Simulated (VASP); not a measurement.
A run of VASP 6.6.1 is set up as follows.

File INCAR:

```
SYSTEM = NaCl
  ALGO = Normal
  EDIFF = 1E-6
  ENCUT = 520
  GGA = PE
  ISIF = 2
  ISMEAR = 0
  LASPH = .TRUE.
  LCHARG = .FALSE.
  LREAL = .FALSE.
  LWAVE = .FALSE.
  NBANDS = 14
  NELM = 100
  PREC = Accurate
  SIGMA = 0.02
```

File KPOINTS:

```
k-points
0
G
  8 8 8
  0 0 0
```

File POSCAR:

```
NaCl
1.0
    0.0566350000      2.7162995525      2.7162995525
    2.7729345525      0.0000000000      2.7729345525
    2.7729345525      2.7729345525      0.0000000000
Na Cl
1 1
Direct
    0.0091748078     -0.0030582693     -0.0030582693
    0.4908251922      0.5030582693      0.5030582693
```

Potentials or basis: VASP PAW PBE potentials, release 64 (Na_pv, Cl).

Launch:

```sh
$ cat potpaw_PBE.64/Na_pv/POTCAR potpaw_PBE.64/Cl/POTCAR > POTCAR
$ mpirun -np 1 vasp_std > vasp.out
```

(1) What does it give for the band gap on the k mesh?

(2) Estimate the pressure.

(3) What does it give for the largest force?

Answers

(1) 5.35 eV.

(2) 3.4 GPa.

(3) 0.111 eV/Å.

Caveat: the cell differs from its parent crystal (strained and its atoms moved); the cell stands under pressure.
